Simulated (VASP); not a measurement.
The system is Si4BN3.

```
CELL_PARAMETERS angstrom
4.55000 0.00000 0.00000
0.00000 4.55000 0.00000
0.00000 0.00000 4.55000
ATOMIC_POSITIONS crystal
Si 0.74500 0.25500 0.74500
Si 0.74500 0.74500 0.25500
Si 0.25500 0.25500 0.25500
Si 0.25500 0.74500 0.74500
B 0.00000 0.00000 0.00000
N 0.50000 0.50000 0.00000
N 0.50000 0.00000 0.50000
N 0.00000 0.50000 0.50000
```

* Program: VASP 6.6.1
* Task: relaxation of cell and atoms
* Functional: PBE
* Potentials or basis: VASP PAW PBE potentials, release 64 (Si, B, N)
* Cutoff: 600 eV
* k mesh: 4 × 4 × 4
* Occupations: gaussian, width 0.2 eV
* Spin: no spin polarisation

At the start: pressure -17.0 GPa; volume 11.77 Å³/atom.

Problem. Where does the relaxation end?

Solution. Over 3 steps the energy falls by 82.1 meV/atom and the volume is 10.40 Å³/atom (-11.7 %); space group P-43m (No. 215, to 0.05 Å).

The path:
| step | energy change (eV) | largest force (eV/Å) | pressure (GPa) | volume (Å³) |
| --- | --- | --- | --- | --- |
| 1 | 0.0000 | 0.1843 | -16.97 | 94.20 |
| 2 | -0.4735 | 0.0110 | 12.33 | 78.20 |
| 3 | -0.6569 | 0.0732 | 0.11 | 83.17 |

Final structure:
```cif
data_structure
_symmetry_space_group_name_H-M 'P 1'
_symmetry_Int_Tables_number 1
_cell_length_a 4.3650
_cell_length_b 4.3650
_cell_length_c 4.3650
_cell_angle_alpha 90.000
_cell_angle_beta 90.000
_cell_angle_gamma 90.000
_cell_volume 83.17
loop_
_atom_site_label
_atom_site_type_symbol
_atom_site_fract_x
_atom_site_fract_y
_atom_site_fract_z
_atom_site_occupancy
Si1 Si 0.74426 0.25574 0.74426 1
Si2 Si 0.74426 0.74426 0.25574 1
Si3 Si 0.25574 0.25574 0.25574 1
Si4 Si 0.25574 0.74426 0.74426 1
B1 B 0.00000 0.00000 0.00000 1
N1 N 0.50000 0.50000 0.00000 1
N2 N 0.50000 0.00000 0.50000 1
N3 N 0.00000 0.50000 0.50000 1
```

Caveat: the relaxation stopped at a loose force limit of 0.08 eV/Å, so its end isn't a converged minimum.
